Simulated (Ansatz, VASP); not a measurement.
## One calculation of Ag, two programs

INCAR

```
ALGO = Normal ; EDIFF = 1E-6
ENCUT = 520 ; GGA = PS
ISIF = 2 ; ISMEAR = -1
LASPH = True ; LCHARG = True
LELF = True ; LREAL = False
LVHAR = True ; LWAVE = False
NBANDS = 18 ; NELM = 80
PREC = Accurate ; SIGMA = 0.05
```

Contents of KPOINTS:

```
k-points
0
Gamma
  15 15 8
```

File POSCAR:

```
Ag
1.0
    2.8507817728      0.0000000000      0.0000000000
   -1.4253908864      2.4688494359      0.0000000000
    0.0000000000      0.0000000000      4.7371444194
Ag
2
Direct
    0.3333333333      0.6666666667      0.2500000000
    0.6666666667      0.3333333333      0.7500000000
```

Input for Ansatz:

```yaml
crystal:
  lattice:
    - [2.8507817728, 0.0, 0.0]
    - [-1.4253908864, 2.4688494359, 0.0]
    - [0.0, 0.0, 4.7371444194]
  atoms:
    - { symbol: Ag, position: [0.3333333333, 0.6666666667, 0.25] }
    - { symbol: Ag, position: [0.6666666667, 0.3333333333, 0.75] }
kpoints:
  mp_grid: { grid: [15, 15, 8] }
  band_path:
    path:
      - [0.0, 0.0, 0.0]
      - [0.5, 0.0, 0.0]
      - [0.3333333333, 0.3333333333, 0.0]
      - [0.0, 0.0, 0.0]
      - [0.0, 0.0, 0.5]
      - [0.5, 0.0, 0.5]
      - [0.3333333333, 0.3333333333, 0.5]
      - [0.0, 0.0, 0.5]
      - [0.5, 0.0, 0.5]
    npoints: 14
scf:
  occupations: { method: fermi_dirac, width: 0.05 }
hamiltonian:
  xc: pbesol
  pseudopotentials: { kind: all_electron, lapw: { basis_error: 0.001 } }
output:
  forces: true
  stress: true
  eigenvalues: true
  populations: true
  dos: { projected: true, de: 0.2, e_range: [-14, 8] }
```

Alike in both runs: task single point; functional PBEsol; k mesh 15 × 15 × 8; occupations fermi-dirac, width 0.05 eV; no spin polarisation.

|  | VASP | Ansatz |
| --- | --- | --- |
| version | VASP 6.6.1 | Ansatz 0.2.0 |
| potentials or method | VASP PAW PBE potentials, release 64 (Ag), cutoff 520 eV | all-electron LAPW, scalar-relativistic |

```tsv
	VASP	Ansatz	Ansatz less VASP
pressure (GPa)	-0.2	0.0	+0.21
```

VASP's potentials were made for PBE, not for PBEsol. Ansatz ran all-electron here, and VASP with PAW potentials.
